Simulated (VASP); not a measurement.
A run of VASP 6.6.1 is set up as follows.

POSCAR

```
Pd
1.0
    0.0000000000      1.9567730079      1.9567730079
    1.9567730079      0.0000000000      1.9567730079
    1.9567730079      1.9567730079      0.0000000000
Pd
1
Direct
    0.0000000000      0.0000000000      0.0000000000
```

INCAR.step1

```
SYSTEM = Pd
  PREC = Accurate
  ENCUT = 520
  ISMEAR = -1
  SIGMA = 0.3
  LREAL = .False.
  LASPH = .True.
  NELM = 150
  ISPIN = 2
  MAGMOM = 0.436
  LMAXMIX = 4
  NBANDS = 15
  GGA = PE
  ALGO = Normal
  EDIFF = 1E-4
  LWAVE = .True.
  LCHARG = .False.
```

Contents of INCAR.step2:

```
SYSTEM = Pd
  PREC = Accurate
  ENCUT = 520
  EDIFF = 1E-6
  ISMEAR = -1
  SIGMA = 0.3
  LREAL = .False.
  LASPH = .True.
  NELM = 150
  ALGO = Normal
  ISIF = 2
  LWAVE = .False.
  LCHARG = .False.
  ISPIN = 2
  MAGMOM = 0.436
  LORBIT = 11
  LMAXMIX = 4
  METAGGA = R2SCAN
  LMIXTAU = .True.
  NBANDS = 15
  ISTART = 1
```

KPOINTS

```
regular mesh
0
Gamma
  14 14 14
  0 0 0
```

Potentials or basis: VASP PAW PBE potentials, release 64 (Pd).

The run is started by

```console
$ cat potpaw_PBE.64/Pd/POTCAR > POTCAR
$ cp INCAR.step1 INCAR
$ mpirun -np 1 vasp_std > vasp.out
$ cp INCAR.step2 INCAR
$ mpirun -np 1 vasp_std > vasp.out
```

Q: What does it give for the net moment?

A: 0.00 μB per cell.

Q: Predict the band gap on the k mesh.

A: Zero (filled and empty bands overlap).

Q: What does it give for the pressure?

A: 1.7 GPa.

Caveat: the PAW data sets were made with another functional, which shifts forces and pressure a little.
